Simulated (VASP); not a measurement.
Set up this calculation in VASP 6.6.1, as the native input.

```yaml
Task: single point
Functional: PBE
Potentials_or_basis: VASP PAW PBE potentials, release 64 (B, N)
Cutoff: 600 eV
k_mesh: 3 × 3 × 2
Occupations: gaussian, width 0.1 eV
Spin: no spin polarisation
Dipole_correction: no
Further_INCAR_settings: ALGO = Normal; EDIFF = 1e-06; NBANDS = 16
```

The structure of BN lies in POSCAR:

```
BN
1.0
    2.5539396017      0.0000000000      0.0000000000
   -1.2769698009      2.2117765748      0.0000000000
    0.0000000000      0.0000000000      4.2268550000
B N
2 2
Direct
    0.6666666667      0.3333333333      0.9997240000
    0.3333333333      0.6666666667      0.4997240000
    0.6666666667      0.3333333333      0.6252760000
    0.3333333333      0.6666666667      0.1252760000
```

These files were run (other wordings do the same):

INCAR

```
SYSTEM = BN
PREC = Accurate ; ENCUT = 600
EDIFF = 1E-6 ; ISMEAR = 0
SIGMA = 0.1 ; LREAL = .False.
LASPH = .True. ; NELM = 120
ALGO = Normal ; ISIF = 2
LWAVE = .False. ; LCHARG = .False.
GGA = PE ; NBANDS = 16
GGA_COMPAT = .False.
```

KPOINTS

```
Automatic mesh
0
Gamma
  3 3 2
  0 0 0
```

Potentials or basis: VASP PAW PBE potentials, release 64 (B, N).

Command:

```bash
$ cat potpaw_PBE.64/B/POTCAR potpaw_PBE.64/N/POTCAR > POTCAR
$ mpirun -np 1 vasp_std > vasp.out
```

It gave:

```json
{"Pressure": "1.7 GPa", "Largest force": "0.242 eV/Å", "Band gap on the k mesh": "5.15 eV, indirect (least direct gap 8.28 eV)"}
```

Caveat: the k points lie up to 0.95 Å⁻¹ apart.

It took 6.7 s on 1 thread of Intel Xeon 8259CL, with other jobs on the host, peak memory 0.13 GiB.
